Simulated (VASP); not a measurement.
NiMoIrPdW:

```
Ni Mo Pd Ir W
1.0
     2.76616    0.00000    0.00000
    -1.38308    2.39557    0.00000
     0.00000    0.00000   11.02292
Ni Mo Pd Ir W
1 1 1 1 1
Direct
  0.33333 0.66667 0.59712
  0.00000 0.00000 0.41074
  0.66667 0.33333 0.79520
  0.66667 0.33333 0.19960
  0.33333 0.66667 0.99734
```

- Program: VASP 6.6.1
- Task: relaxation of cell and atoms
- Functional: PBE
- Dispersion: D3(BJ)
- Potentials or basis: VASP PAW PBE potentials, release 64 (Ni, Mo_sv, Pd, Ir, W_sv)
- Cutoff: 600 eV
- k mesh: 7 × 7 × 2
- Occupations: fermi-dirac, width 0.05 eV
- Spin: collinear spin, ferromagnetic start
- Starting moments: [1.0, 1.0, 0.0, 0.6, 0.0] μB

At the start: pressure -6.1 GPa; volume 14.61 Å³/atom.

**Question.** Where does the relaxation end?

**Answer.** Over 8 steps the energy falls by 8.1 meV/atom and the volume is 14.24 Å³/atom (-2.5 %); space group P3m1 (No. 156, to 0.1 Å) before and after; moment 0.00 μB per cell.

The path:
```tsv
step	energy change (eV)	largest force (eV/Å)	pressure (GPa)	volume (Å³)
1	0.0000	0.1803	-6.12	73.04
2	0.1758	0.6232	17.92	67.30
3	-0.0352	0.2131	-0.01	71.32
4	-0.0352	0.2137	0.10	71.29
5	-0.0390	0.1305	0.03	71.25
6	-0.0397	0.1377	0.01	71.22
7	-0.0406	0.0339	-0.13	71.21
8	-0.0407	0.0178	-0.15	71.21
```

Final structure:
```yaml
crystal:
  lattice:
    - [2.74873, 0.00000, 0.00000]
    - [-1.37436, 2.38047, 0.00000]
    - [0.00000, 0.00000, 10.88347]
  atoms:
    - { symbol: Ni, position: [0.33333, 0.66667, 0.59727] }
    - { symbol: Mo, position: [0.00000, 0.00000, 0.41269] }
    - { symbol: Pd, position: [0.66667, 0.33333, 0.79358] }
    - { symbol: Ir, position: [0.66667, 0.33333, 0.20049] }
    - { symbol: W, position: [0.33333, 0.66667, 0.99597] }
```

Caveat: the k points lie up to 0.38 Å⁻¹ apart in the final cell; the moments typed at the start vanished in this run.
